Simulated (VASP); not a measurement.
Set up this calculation in VASP 6.6.1, as the native input.

```
Task                   : single point
Functional             : PBE
Potentials or basis    : VASP PAW PBE potentials, release 64 (Si, Mo_sv, S)
Cutoff                 : 520 eV
k mesh                 : 8 × 8 × 1
Occupations            : gaussian, width 0.1 eV
Spin                   : no spin polarisation
Dipole correction      : yes
Further INCAR settings : ALGO = Fast; EDIFF = 1e-06; NBANDS = 34
```

The structure of Si4Mo2S lies in POSCAR:

```
Si4Mo2S
1.0
    3.2169717406      0.0000000000      0.0000000000
    0.0000000000      3.2169717406      0.0000000000
    0.0000000000      0.0000000000     21.8787970309
Si Mo S
4 2 1
Direct
    0.0000000000      0.0000000000      0.1828254083
    0.0000000000      0.0000000000      0.3015081460
    0.5000000000      0.5000000000      0.3593659940
    0.5000000000      0.5000000000      0.4743769512
    0.5000000000      0.5000000000      0.2421667771
    0.0000000000      0.0000000000      0.4192862009
    0.5000000000      0.7500000000      0.5613716910
```

One way to write it, as run:

INCAR

```
SYSTEM = Si4Mo2S
PREC = Accurate
ENCUT = 520
EDIFF = 1E-6
ISMEAR = 0
SIGMA = 0.1
LREAL = .False.
LASPH = .True.
NELM = 80
ALGO = Fast
ISIF = 2
LWAVE = .False.
LCHARG = .False.
LDIPOL = .True.
IDIPOL = 3
DIPOL = 0.5 0.5 0.363
GGA = PE
NBANDS = 34
```

KPOINTS

```
regular mesh
0
Gamma
  8 8 1
  0 0 0
```

Potentials or basis: VASP PAW PBE potentials, release 64 (Si, Mo_sv, S).

Run with:

```console
$ cat potpaw_PBE.64/Si/POTCAR potpaw_PBE.64/Mo_sv/POTCAR potpaw_PBE.64/S/POTCAR > POTCAR
$ mpirun -np 1 vasp_std > vasp.out
```

It gave:

- Largest force: 0.877 eV/Å
- Band gap on the k mesh: zero (bands 25 and 26 overlap by 0.57 eV)

Run time: 7.2 min on 1 thread of Oxide Virtual Turin-like Processor, with other jobs on the host, peak memory 0.37 GiB.
